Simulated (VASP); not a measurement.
# Si7H2 in VASP: single point with PBE

Aim: the single point of Si7H2 with PBE.

Everything below comes from runs of VASP 6.6.1. Logs are shortened: lines on timing, memory, paths and dates and some standing lists are left out, and cuts for length are marked.

### Step 1. The cell of the first run

The cell holds a slab with vacuum, 18 atoms: a = 7.735 Å, b = 3.868 Å, c = 26.165 Å, α = 90.00°, β = 90.00°, γ = 90.00°.

### Step 2. Single point, PBE

INCAR

```
ALGO = Normal
DIPOL = 0.5 0.5 0.471
EDIFF = 1E-6
ENCUT = 520
GGA = PE
IDIPOL = 3
ISIF = 2
ISMEAR = 0
LASPH = T
LCHARG = F
LDIPOL = T
LREAL = Auto
LWAVE = F
NBANDS = 45
NELM = 60
PREC = Accurate
SIGMA = 0.05
```

KPOINTS

```
k-points
0
Gamma
  4 7 1
```

POSCAR

```
Si7H2
1.0
    7.7352908998      0.0000000000      0.0000000000
    0.0000000000      3.8676454499      0.0000000000
    0.0000000000      0.0000000000     26.1648409745
H Si
4 14
Direct
    0.5000000000      0.6854455726      0.3248634306
    0.5000000000      0.3145544274      0.3248634306
    0.0000000000      0.3145544274      0.3248634306
    0.0000000000      0.6854455726      0.3248634306
    0.5000000000      0.0000000000      0.3577444254
    0.0000000000      0.0000000000      0.3577444254
    0.7500000000      0.0000000000      0.4100061289
    0.2500000000      0.0000000000      0.4100061289
    0.7500000000      0.5000000000      0.4622678325
    0.2500000000      0.5000000000      0.4622678325
   -0.0004351436      0.5000000000      0.5171475307
    0.5002414456      0.5000000000      0.5119193694
    0.0029024671      0.0000000000      0.5713453991
    0.4910947222      0.0000000000      0.5624469951
    0.2624717208      0.0000000000      0.6219162626
    0.7380445747      0.0000000000      0.6194791961
    0.3117514105      0.5000000000      0.6745190196
    0.5952550907      0.5000000000      0.6468925668
```

Potentials or basis: VASP PAW PBE potentials, release 64 (H, Si).

The run is started by

```console
> cat potpaw_PBE.64/H/POTCAR potpaw_PBE.64/Si/POTCAR > POTCAR
> mpirun -np 1 vasp_std > vasp.out
```

OUTCAR:

```text
EDIFF = 1E-6
   ENCUT = 520
   GGA = PE
   ISIF = 2
   ISMEAR = 0
   LASPH = T
   LREAL = Auto
   NELM = 60
   PREC = Accurate

 ion  position               nearest neighbor table
   1  0.500  0.685  0.325-   5 1.49
   2  0.500  0.315  0.325-   5 1.49
   3  0.000  0.315  0.325-   6 1.49
   4  0.000  0.685  0.325-   6 1.49
   5  0.500  0.000  0.358-   1 1.49   2 1.49   7 2.37   8 2.37
   6  0.000  0.000  0.358-   3 1.49   4 1.49   7 2.37   8 2.37
   7  0.750  0.000  0.410-   5 2.37   6 2.37   9 2.37   9 2.37
   8  0.250  0.000  0.410-   5 2.37   6 2.37  10 2.37  10 2.37
   9  0.750  0.500  0.462-  12 2.33   7 2.37   7 2.37  11 2.41
  10  0.250  0.500  0.462-  12 2.33   8 2.37   8 2.37  11 2.41
  11  1.000  0.500  0.517-  13 2.40  13 2.40   9 2.41  10 2.41
  12  0.500  0.500  0.512-   9 2.33  10 2.33  14 2.34  14 2.34
  13  0.003  0.000  0.571-  11 2.40  11 2.40  15 2.40  16 2.40
  14  0.491  0.000  0.562-  12 2.34  12 2.34  15 2.36  16 2.42  18 3.04  18 3.04
  15  0.262  0.000  0.622-  14 2.36  17 2.40  17 2.40  13 2.40
  16  0.738  0.000  0.619-  18 2.34  18 2.34  13 2.40  14 2.42
  17  0.312  0.500  0.675-  18 2.31  15 2.40  15 2.40
  18  0.595  0.500  0.647-  17 2.31  16 2.34  16 2.34  14 3.04  14 3.04

  LATTYP: Found a simple orthorhombic cell.
 ALAT       =     3.8676454499
 B/A-ratio  =     2.0000000000
 C/A-ratio  =     6.7650567544

  Lattice vectors:

 A1 = (   0.0000000000,  -3.8676454499,   0.0000000000)
 A2 = (   7.7352908998,   0.0000000000,   0.0000000000)
 A3 = (   0.0000000000,   0.0000000000,  26.1648409745)

Analysis of symmetry for initial positions (statically):
=====================================================================
 Subroutine PRICEL returns:
 Original cell was already a primitive cell.

 Routine SETGRP: Setting up the symmetry group for a
 simple orthorhombic supercell.

 Subroutine GETGRP returns: Found  2 space group operations
 (whereof  2 operations were pure point group operations)
 out of a pool of  8 trial point group operations.

The static configuration has the point symmetry C_1h.

Analysis of symmetry for dynamics (positions and initial velocities):
=====================================================================
 Subroutine PRICEL returns:
 Original cell was already a primitive cell.

 Routine SETGRP: Setting up the symmetry group for a
 simple orthorhombic supercell.

 Subroutine GETGRP returns: Found  2 space group operations
 (whereof  2 operations were pure point group operations)
 out of a pool of  8 trial point group operations.

The dynamic configuration has the point symmetry C_1h.

 Subroutine INISYM returns: Found  2 space group operations
 (whereof  2 operations are pure point group operations),
 and found     1 'primitive' translations

----------------------------------------------------------------------------------------

                                     Primitive cell

  volume of cell :     782.7830

  direct lattice vectors                    reciprocal lattice vectors
     7.735290900  0.000000000  0.000000000     0.129277620  0.000000000  0.000000000
     0.000000000  3.867645450  0.000000000     0.000000000  0.258555241  0.000000000
     0.000000000  0.000000000 26.164840974     0.000000000  0.000000000  0.038219227

  length of vectors
     7.735290900  3.867645450 26.164840974     0.129277620  0.258555241  0.038219227

  position of ions in fractional coordinates (direct lattice)
     0.500000000  0.685445573  0.324863431
     0.500000000  0.314554427  0.324863431
     0.000000000  0.314554427  0.324863431
     0.000000000  0.685445573  0.324863431
     0.500000000  0.000000000  0.357744425
     0.000000000  0.000000000  0.357744425
[... 10 lines left out ...]
     0.311751411  0.500000000  0.674519020
     0.595255091  0.500000000  0.646892567

  ion indices of the primitive-cell ions
   primitive index   ion index
                 1           1
                 2           2
                 3           3
                 4           4
                 5           5
                 6           6
[... 10 lines left out ...]
                17          17
                18          18

----------------------------------------------------------------------------------------

 KPOINTS: k-points

Automatic generation of k-mesh.
 Grid dimensions read from file:
 generate k-points for:    4    7    1

 Generating k-lattice:

  Cartesian coordinates                     Fractional coordinates (reciprocal lattice)
     0.032319405  0.000000000  0.000000000     0.250000000  0.000000000  0.000000000
     0.000000000  0.036936463  0.000000000     0.000000000  0.142857143  0.000000000
     0.000000000  0.000000000  0.038219227     0.000000000  0.000000000  1.000000000

  Length of vectors
     0.032319405  0.036936463  0.038219227

  Shift w.r.t. Gamma in fractional coordinates (k-lattice)
     0.000000000  0.000000000  0.000000000

 Subroutine IBZKPT returns following result:
 ===========================================

 Found     12 irreducible k-points:

 Following reciprocal coordinates:
            Coordinates               Weight
  0.000000  0.000000  0.000000      1.000000
  0.250000  0.000000  0.000000      2.000000
  0.500000  0.000000  0.000000      1.000000
  0.000000  0.142857  0.000000      2.000000
  0.250000  0.142857  0.000000      4.000000
  0.500000  0.142857  0.000000      2.000000
  0.000000  0.285714  0.000000      2.000000
  0.250000  0.285714  0.000000      4.000000
  0.500000  0.285714  0.000000      2.000000
  0.000000  0.428571  0.000000      2.000000
  0.250000  0.428571  0.000000      4.000000
  0.500000  0.428571  0.000000      2.000000
   k-points           NKPTS =     12   k-points in BZ     NKDIM =     12   number of bands    NBANDS=     45
   number of dos      NEDOS =    301   number of ions     NIONS =     18
   total plane-waves  NPLWV = 352800
   dimension x,y,z NGX =    60 NGY =   30 NGZ =  196
   dimension x,y,z NGXF=   120 NGYF=   60 NGZF=  392
   ions per type =               4  14
   NGX,Y,Z   is equivalent  to a cutoff of  12.90, 12.90, 12.45 a.u.
   NGXF,Y,Z  is equivalent  to a cutoff of  25.79, 25.79, 24.91 a.u.
 SYSTEM =  unknown system
   PREC   = accura    normal or accurate (medium, high low for compatibility)
   ISTART =      0    job   : 0-new  1-cont  2-samecut
   ICHARG =      2    charge: 1-file 2-atom 10-const
   ISPIN  =      1    spin polarized calculation?
   LNONCOLLINEAR =      F non collinear calculations
   LSORBIT =      F    spin-orbit coupling
   LASPH  =      T    aspherical Exc in radial PAW
   ENCUT  =  520.0 eV  38.22 Ry    6.18 a.u.  14.38  7.19 48.65*2*pi/ulx,y,z
   NELM   =     60;   NELMIN=  2; NELMDL= -5     # of ELM steps
   EDIFF  = 0.1E-05   stopping-criterion for ELM
   LREAL  =      T    real-space projection
   EDIFFG = 0.1E-04   stopping-criterion for IOM
   NSW    =      0    number of steps for IOM
   IBRION =     -1    ionic relax: 0-MD 1-quasi-New 2-CG
   NFREE  =      0    steps in history (QN), initial steepest desc. (CG)
   ISIF   =      2    stress and relaxation
   ISYM   =      2    0-nonsym 1-usesym 2-fastsym
   POTIM  = 0.5000    time-step for ionic-motion
   TEBEG  =    0.0;   TEEND  =   0.0 temperature during run
   PSTRESS=    0.0 pullay stress
   NELECT =      60.0000    total number of electrons
   NUPDOWN=      -1.0000    fix difference up-down
   EMIN   =  10.00;   EMAX   =-10.00  energy-range for DOS
   EFERMI =   0.00;   METHOD = LEGACY
   ISMEAR =     0;   SIGMA  =   0.05  broadening in eV -4-tet -1-fermi 0-gaus
   EFERMI_NEDOS =   21; number of points for ismear=-14 and -15
   IALGO  =     38    algorithm
   IMIX   =      4    mixing-type and parameters
     AMIX     =   0.40;   BMIX     =  1.00
     AMIX_MAG =   1.60;   BMIX_MAG =  1.00
  volume/ion in A,a.u.               =      43.49       293.47
  Fermi-wavevector in a.u.,A,eV,Ry     =   0.695416  1.314146  6.579827  0.483604
  Thomas-Fermi vector in A             =   1.778182
   LORBIT       =      0    0 simple, 1 ext, 2 COOP (PROOUT), +10 PAW based schemes
   GGA     = PE    functional components
   LHFCALC =     F    Hartree Fock is set to
   AEXX    =    0.0000 exact exchange contribution
   IVDW    =     0    specifies the selected vdW correction
   LEPSILON=     F    determine dielectric tensor
   LRPA    =     F    only Hartree local field effects (RPA)
 non-spin polarized calculation
 Gauss-broadening in eV      SIGMA  =   0.05
  energy-cutoff  :      520.00
  volume of cell :      782.78
 maximum number of plane-waves:     21160
 NGX is ok and might be reduce to    60
   NGX = 29   NGY = 15   NGZ = 97

 dipolmoment           0.000000      0.000000     -0.103165 electrons x Angstroem

 number of electron      59.9999999 magnetization

 dipolmoment           0.000000      0.000000      0.081881 electrons x Angstroem

 Free energy of the ion-electron system (eV)
  ---------------------------------------------------
  ext. energy  EPLUGINS =         0.00000000
  ---------------------------------------------------
  free energy    TOTEN  =       -86.10999888 eV

  energy without entropy =      -86.10999888  energy(sigma->0) =      -86.10999888

 E-fermi :  -0.6931     XC(G=0):  -4.1403

 val. band max:       -0.8929605149   @ k =   0.5000   0.1429   0.0000
 cond. band min:      -0.4932657542   @ k =   0.0000   0.4286   0.0000
 fundamental gap:      0.3996947607
 Fermi energy:        -0.6930716986

 k-point     1 :       0.0000    0.0000    0.0000
  band No.  band energies     occupation
      1     -12.5854      2.00000
      2     -11.9242      2.00000
      3     -10.8127      2.00000
      4     -10.4897      2.00000
      5     -10.4781      2.00000
      6      -9.9952      2.00000
[... 34 lines left out ...]
     41       2.3270      0.00000
     42       2.3916      0.00000
[... 453 lines left out ...]
      1     -10.7719      2.00000
      2     -10.3310      2.00000
      3     -10.2230      2.00000
      4      -9.9007      2.00000
      5      -9.7640      2.00000
      6      -9.5435      2.00000
[... 34 lines left out ...]
     41       2.9409      0.00000
     42       3.1198      0.00000
 [bands above 42 left out]

------------------------ aborting loop because EDIFF is reached ----------------------------------------

 vacuum level on the upper side and lower side of the slab       (xc-potential included)         0.130        -0.365

  FORCE on cell =-STRESS in cart. coord.  units (eV):
  Direction    XX          YY          ZZ          XY          YZ          ZX
  --------------------------------------------------------------------------------------
  -------------------------------------------------------------------------------------
  Total       -2.5015995      6.7049096     -0.3427558      0.0000000      0.0000000      0.0053176
  in kB       -5.1202004     13.7234121     -0.7015425      0.0000000      0.0000000      0.0108839
  external PRESSURE =       2.6338897 kB  Pullay stress =       0.0000000 kB

 VOLUME and BASIS-vectors are now :
 -----------------------------------------------------------------------------
  energy-cutoff  :      520.00
  volume of cell :      782.78
      direct lattice vectors                 reciprocal lattice vectors
     7.735290900  0.000000000  0.000000000     0.129277620  0.000000000  0.000000000
     0.000000000  3.867645450  0.000000000     0.000000000  0.258555241  0.000000000
     0.000000000  0.000000000 26.164840974     0.000000000  0.000000000  0.038219227

 POSITION                                       TOTAL-FORCE (eV/Angst)
 -----------------------------------------------------------------------------------
      3.86765      2.65106      8.50000        -0.001740      0.425122     -0.085129
      3.86765      1.21658      8.50000        -0.001740     -0.425122     -0.085129
      0.00000      1.21658      8.50000         0.000013     -0.432957     -0.097283
      0.00000      2.65106      8.50000         0.000013      0.432957     -0.097283
      3.86765      0.00000      9.36033         0.003393      0.000000      0.363679
      0.00000      0.00000      9.36033         0.001942      0.000000      0.316590
[... 10 lines left out ...]
      2.41149      1.93382     17.64868         0.005379      0.000000      0.001602
      4.60447      1.93382     16.92584        -0.010881      0.000000     -0.010467
 -----------------------------------------------------------------------------------
    total drift:                               -0.000759      0.000000     -0.010674

  FREE ENERGIE OF THE ION-ELECTRON SYSTEM (eV)
  ---------------------------------------------------
  free  energy   TOTEN  =       -86.1099988813 eV

  energy  without entropy=      -86.1099988808  energy(sigma->0) =      -86.10999888

 vacuum level on the upper side and lower side of the slab         4.047         3.548
```

It took 23 min on 1 thread of Intel Xeon 8259CL, shared host; peak memory 0.82 GiB.

What came out:

| Property | Result |
| --- | --- |
| Free energy | -86.1100 eV |
| Largest force | 0.444 eV/Å |
| Band gap on the k mesh | 0.40 eV, indirect (least direct gap 0.81 eV) |

Forces on the atoms (eV/Å):
```
H   -0.002  0.425 -0.085
H   -0.002 -0.425 -0.085
H    0.000 -0.433 -0.097
H    0.000  0.433 -0.097
Si   0.003  0.000  0.364
Si   0.002  0.000  0.317
Si   0.142  0.000 -0.110
Si  -0.160  0.000 -0.126
Si   0.348  0.000 -0.042
Si  -0.320  0.000 -0.026
Si  -0.026  0.000 -0.011
Si   0.015  0.000  0.014
Si   0.018  0.000 -0.012
Si  -0.016  0.000 -0.003
Si  -0.001  0.000  0.004
Si   0.004  0.000  0.006
Si   0.005  0.000  0.002
Si  -0.011  0.000 -0.010
```
